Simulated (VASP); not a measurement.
# TaN (Immm) in VASP: a series of runs

TaN is run at these levels: PBEsol; tasks: single point.

All numbers are computed with VASP 6.6.1; they aren't measurements. Logs are shortened: lines on timing, memory, paths and dates and some standing lists are left out, and cuts for length are marked.

**1. The cell of the first run**

The structure is orthorhombic, space group Immm (No. 71). Conventional cell: a = 2.862 Å, b = 3.326 Å, c = 4.376 Å, α = 90.00°, β = 90.00°, γ = 90.00°. Within 2.9 Å of Ta (site symmetry mmm) lie 6 N at 2.19 Å and 2 Ta at 2.86 Å. Within 2.9 Å of N (site symmetry mmm) lie 6 Ta at 2.19 Å and 2 N at 2.86 Å.

**2. Single point, PBEsol (strain -0.1500 x Voigt [0, 0, 0, 1, 0, 0])**

Input file INCAR:

```
ALGO = Normal
EDIFF = 1E-6
ENCUT = 520
GGA = PS
ISIF = 2
ISMEAR = 0
LASPH = True
LCHARG = False
LREAL = False
LWAVE = False
NBANDS = 15
NELM = 60
PREC = Accurate
SIGMA = 0.15
```

Input file KPOINTS:

```
k-points
0
Gamma
  24 24 24
```

Input file POSCAR:

```
TaN
1.0
    0.0000000000      2.0237563526      2.0237563526
    2.1878447055     -0.1640883529      2.1878447055
    2.1878447055      2.1878447055     -0.1640883529
Ta N
1 1
Direct
    0.5000000000      0.5000000000      0.5000000000
    0.0000000000      0.0000000000      0.0000000000
```

Potentials or basis: VASP PAW PBE potentials, release 64 (Ta_pv, N).

The run is started by

```
$ cat potpaw_PBE.64/Ta_pv/POTCAR potpaw_PBE.64/N/POTCAR > POTCAR
$ mpirun -np 1 vasp_std > vasp.out
```

OUTCAR:

```text
EDIFF = 1E-6
   ENCUT = 520
   GGA = PS
   ISIF = 2
   ISMEAR = 0
   LASPH = True
   LREAL = False
   NELM = 60
   PREC = Accurate

 ion  position               nearest neighbor table
   1  0.500  0.500  0.500-   2 2.19   2 2.19   2 2.19   2 2.19   2 2.19   2 2.19
   2  0.000  0.000  0.000-   1 2.19   1 2.19   1 2.19   1 2.19   1 2.19   1 2.19

  LATTYP: Found a body centered orthorhombic cell.
 ALAT       =     2.8620236808
 B/A-ratio  =     1.1621621621
 C/A-ratio  =     1.5288795269

  Lattice vectors:

 A1 = (  -2.1878447055,   0.1640883529,  -2.1878447055)
 A2 = (  -2.1878447055,  -0.1640883529,   2.1878447055)
 A3 = (   2.1878447055,   2.1878447055,  -0.1640883529)

Analysis of symmetry for initial positions (statically):
=====================================================================
 Subroutine PRICEL returns:
 Original cell was already a primitive cell.

 Routine SETGRP: Setting up the symmetry group for a
 body centered orthorhombic supercell.

 Subroutine GETGRP returns: Found  8 space group operations
 (whereof  8 operations were pure point group operations)
 out of a pool of  8 trial point group operations.

The static configuration has the point symmetry D_2h.

Analysis of symmetry for dynamics (positions and initial velocities):
=====================================================================
 Subroutine PRICEL returns:
 Original cell was already a primitive cell.

 Routine SETGRP: Setting up the symmetry group for a
 body centered orthorhombic supercell.

 Subroutine GETGRP returns: Found  8 space group operations
 (whereof  8 operations were pure point group operations)
 out of a pool of  8 trial point group operations.

The dynamic configuration has the point symmetry D_2h.

 Subroutine INISYM returns: Found  8 space group operations
 (whereof  8 operations are pure point group operations),
 and found     1 'primitive' translations

----------------------------------------------------------------------------------------

                                     Primitive cell

  volume of cell :      20.8271

  direct lattice vectors                    reciprocal lattice vectors
     0.000000000  2.023756353  2.023756353    -0.228535416  0.247065315  0.247065315
     2.187844705 -0.164088353  2.187844705     0.228535416 -0.212591085  0.212591085
     2.187844705  2.187844705 -0.164088353     0.228535416  0.212591085 -0.212591085

  length of vectors
     2.862023681  3.098427649  3.098427649     0.417505660  0.377648481  0.377648481

  position of ions in fractional coordinates (direct lattice)
[... 85 lines left out ...]
   ISIF   =      2    stress and relaxation
   ISYM   =      2    0-nonsym 1-usesym 2-fastsym
   POTIM  = 0.5000    time-step for ionic-motion
   TEBEG  =    0.0;   TEEND  =   0.0 temperature during run
   PSTRESS=    0.0 pullay stress
   NELECT =      16.0000    total number of electrons
   NUPDOWN=      -1.0000    fix difference up-down
   EMIN   =  10.00;   EMAX   =-10.00  energy-range for DOS
   EFERMI =   0.00;   METHOD = LEGACY
   ISMEAR =     0;   SIGMA  =   0.15  broadening in eV -4-tet -1-fermi 0-gaus
   EFERMI_NEDOS =   21; number of points for ismear=-14 and -15
   IALGO  =     38    algorithm
   IMIX   =      4    mixing-type and parameters
     AMIX     =   0.40;   BMIX     =  1.00
     AMIX_MAG =   1.60;   BMIX_MAG =  1.00
  volume/ion in A,a.u.               =      10.41        70.27
  Fermi-wavevector in a.u.,A,eV,Ry     =   1.499357  2.833373 30.586852  2.248070
  Thomas-Fermi vector in A             =   2.610997
   LORBIT       =      0    0 simple, 1 ext, 2 COOP (PROOUT), +10 PAW based schemes
   GGA     = PS    functional components
   LHFCALC =     F    Hartree Fock is set to
   AEXX    =    0.0000 exact exchange contribution
   IVDW    =     0    specifies the selected vdW correction
   LEPSILON=     F    determine dielectric tensor
   LRPA    =     F    only Hartree local field effects (RPA)
 non-spin polarized calculation
 Gauss-broadening in eV      SIGMA  =   0.15
  energy-cutoff  :      520.00
  volume of cell :       20.83
 maximum number of plane-waves:       574
 NGX is ok and might be reduce to    24
   NGX = 11   NGY = 11   NGZ = 11

 number of electron      16.0000000 magnetization

 Free energy of the ion-electron system (eV)
  ---------------------------------------------------
  ext. energy  EPLUGINS =         0.00000000
  ---------------------------------------------------
  free energy    TOTEN  =       -23.12557963 eV

  energy without entropy =      -23.11487405  energy(sigma->0) =      -23.12022684

 E-fermi :   9.3838     XC(G=0): -13.7043

 val. band max:        9.3836312627   @ k =  -0.1250  -0.3750   0.1667
 cond. band min:       9.3852626269   @ k =  -0.0833  -0.3750   0.0833
 fundamental gap:      0.0016313642
 Fermi energy:         9.3838268130

 k-point     1 :       0.0000    0.0000    0.0000
  band No.  band energies     occupation
      1     -26.1963      2.00000
      2     -26.1412      2.00000
      3     -25.8468      2.00000
      4      -9.3310      2.00000
      5       5.4859      2.00000
      6       5.7253      2.00000
      7       6.2919      2.00000
      8       6.4052      2.00000
      9       6.8292      2.00000
     10       8.7424      2.00000
     11       9.7593      0.00040
     12       9.9653      0.00000
     13      11.8273      0.00000
     14      19.2414      0.00000
[... 401 lines left out ...]
      2     -26.2499      2.00000
      3     -26.2344      2.00000
      4      -6.3793      2.00000
      5      -0.2506      2.00000
      6       1.3241      2.00000
      7       2.3238      2.00000
      8       9.7158      0.00175
      9      10.6349      0.00000
     10      12.6628      0.00000
     11      14.8698      0.00000
     12      16.3705      0.00000
     13      17.1378      0.00000
     14      21.6882      0.00000
     15      21.9817      0.00000

 [... further k-points ...]
[... 5 lines left out ...]
  --------------------------------------------------------------------------------------
  -------------------------------------------------------------------------------------
  Total       -0.3194809      0.8978221      0.8978221      0.0000000      0.9057987      0.0000000
  in kB      -24.5768293     69.0670953     69.0670953      0.0000000     69.6807130      0.0000000
  external PRESSURE =      37.8524538 kB  Pullay stress =       0.0000000 kB

 VOLUME and BASIS-vectors are now :
 -----------------------------------------------------------------------------
  energy-cutoff  :      520.00
  volume of cell :       20.83
      direct lattice vectors                 reciprocal lattice vectors
     0.000000000  2.023756353  2.023756353    -0.228535416  0.247065315  0.247065315
     2.187844705 -0.164088353  2.187844705     0.228535416 -0.212591085  0.212591085
     2.187844705  2.187844705 -0.164088353     0.228535416  0.212591085 -0.212591085

 POSITION                                       TOTAL-FORCE (eV/Angst)
 -----------------------------------------------------------------------------------
      2.18784      2.02376      2.02376         0.000000      0.000000      0.000000
      0.00000      0.00000      0.00000         0.000000     -0.000000     -0.000000
 -----------------------------------------------------------------------------------
    total drift:                                0.000000     -0.000000     -0.000000

  FREE ENERGIE OF THE ION-ELECTRON SYSTEM (eV)
  ---------------------------------------------------
  free  energy   TOTEN  =       -23.1255796277 eV

  energy  without entropy=      -23.1148740548  energy(sigma->0) =      -23.12022684
```

OSZICAR:

```text
N       E                     dE             d eps       ncg     rms          rms(c)
DAV:   1     0.881130186593E+02    0.88113E+02   -0.87828E+03 59000   0.113E+03
DAV:   2    -0.231928186758E+02   -0.11131E+03   -0.10490E+03 72988   0.303E+02
DAV:   3    -0.258994872954E+02   -0.27067E+01   -0.26878E+01 65113   0.441E+01
DAV:   4    -0.259100180905E+02   -0.10531E-01   -0.10522E-01 77433   0.292E+00
DAV:   5    -0.259100862738E+02   -0.68183E-04   -0.68180E-04 65967   0.207E-01    0.252E+01
DAV:   6    -0.232225109955E+02    0.26876E+01   -0.48309E+00 73280   0.252E+01    0.106E+01
DAV:   7    -0.231636426950E+02    0.58868E-01   -0.60366E-01 70153   0.594E+00    0.718E+00
DAV:   8    -0.231324633271E+02    0.31179E-01   -0.15597E-01 72225   0.317E+00    0.149E+00
DAV:   9    -0.231257367864E+02    0.67265E-02   -0.18002E-02 65673   0.107E+00    0.252E-01
DAV:  10    -0.231256394314E+02    0.97355E-04   -0.11775E-03 71985   0.406E-01    0.533E-02
DAV:  11    -0.231255798823E+02    0.59549E-04   -0.11278E-04 67778   0.123E-01    0.148E-02
DAV:  12    -0.231255796277E+02    0.25451E-06   -0.89385E-06 67920   0.280E-02
   1 F= -.23125580E+02 E0= -.23120227E+02  d E =-.107056E-01
```

Wall time 3.9 min (1 thread of Intel Xeon Platinum 8488C (Sapphire Rapids), shared host); peak memory 0.68 GiB.

Results:

| Item | Value |
| --- | --- |
| Free energy | -23.1256 eV |
| Pressure | 3.8 GPa |
| Band gap on the k mesh | zero (band 8 reaches 11.05 eV, above the bottom of band 9 at 6.77 eV) |

Levels at points of the mesh, in eV from the Fermi level:
```
           k point  band 6  band 7  band 8  band 9  band 10  band 11
(0.00, 0.00, 0.00)   -3.66   -3.09   -2.98   -2.55    -0.64     0.38
(0.50, 0.00, 0.00)   -8.31   -7.34    1.46    1.79     4.00     4.66
(0.00, 0.50, 0.00)   -7.55   -6.21   -0.06    2.72     2.78     4.52
(0.50, 0.50, 0.00)   -5.43   -4.38   -4.36    1.78     3.66     3.70
(0.00, 0.50, 0.50)   -5.46   -4.95   -3.61    2.64     3.90     3.97
```

Caveat: the cell differs from its parent crystal (strain -0.1500 x Voigt [0, 0, 0, 1, 0, 0]); the PAW data sets were made with another functional, which shifts forces and pressure a little; spin-orbit coupling is left out, which moves the levels of the heavy elements.

**3. Single point, PBEsol (strain +0.1125 x Voigt [0, 0, 0, 1, 0, 0])**

Input file INCAR:

```
SYSTEM = TaN
ALGO = Normal
EDIFF = 1E-6
ENCUT = 520
GGA = PS
ISIF = 2
ISMEAR = 0
LASPH = .TRUE.
LCHARG = .FALSE.
LREAL = .FALSE.
LWAVE = .FALSE.
NBANDS = 15
NELM = 80
PREC = Accurate
SIGMA = 0.15
```

Input file KPOINTS:

```
k-points
0
G
  24 24 24
  0 0 0
```

Input file POSCAR:

```
TaN
1.0
    0.0000000000      2.3109109702      2.3109109702
    2.1878447055      0.1230662647      2.1878447055
    2.1878447055      2.1878447055      0.1230662647
Ta N
1 1
Direct
    0.5000000000      0.5000000000      0.5000000000
    0.0000000000      0.0000000000      0.0000000000
```

Potentials or basis: VASP PAW PBE potentials, release 64 (Ta_pv, N).

The run is started by

```
$ cat potpaw_PBE.64/Ta_pv/POTCAR potpaw_PBE.64/N/POTCAR > POTCAR
$ mpirun -np 1 vasp_std > vasp.out
```

It took 3.6 min on 1 thread of Intel Xeon Platinum 8488C (Sapphire Rapids), shared host; peak memory 0.68 GiB.

The run converged. Its results:

```
Free energy            : -23.1622 eV
Pressure               : 2.6 GPa
Band gap on the k mesh : zero (band 8 reaches 11.08 eV, above the bottom of band 9 at 6.96 eV)
```

Stress tensor (GPa, compression positive):
```
-0.96  0.00  0.00
 0.00  4.35 -6.72
 0.00 -6.72  4.35
```

Levels at points of the mesh, in eV from the Fermi level:
| k point | band 6 | band 7 | band 8 | band 9 | band 10 | band 11 |
| --- | --- | --- | --- | --- | --- | --- |
| (0.00, 0.00, 0.00) | -3.74 | -3.29 | -2.93 | -2.43 | -1.10 | 0.23 |
| (0.50, 0.00, 0.00) | -7.64 | -6.68 | 0.37 | 2.50 | 2.53 | 4.27 |
| (0.00, 0.50, 0.00) | -8.25 | -7.49 | 1.57 | 1.76 | 3.87 | 3.93 |
| (0.50, 0.50, 0.00) | -5.51 | -4.51 | -4.50 | 1.90 | 3.64 | 3.64 |
| (0.00, 0.50, 0.50) | -5.54 | -4.95 | -3.96 | 2.40 | 3.78 | 3.81 |

Caveat: the cell differs from its parent crystal (strain +0.1125 x Voigt [0, 0, 0, 1, 0, 0]); the PAW data sets were made with another functional, which shifts forces and pressure a little; spin-orbit coupling is left out, which moves the levels of the heavy elements.
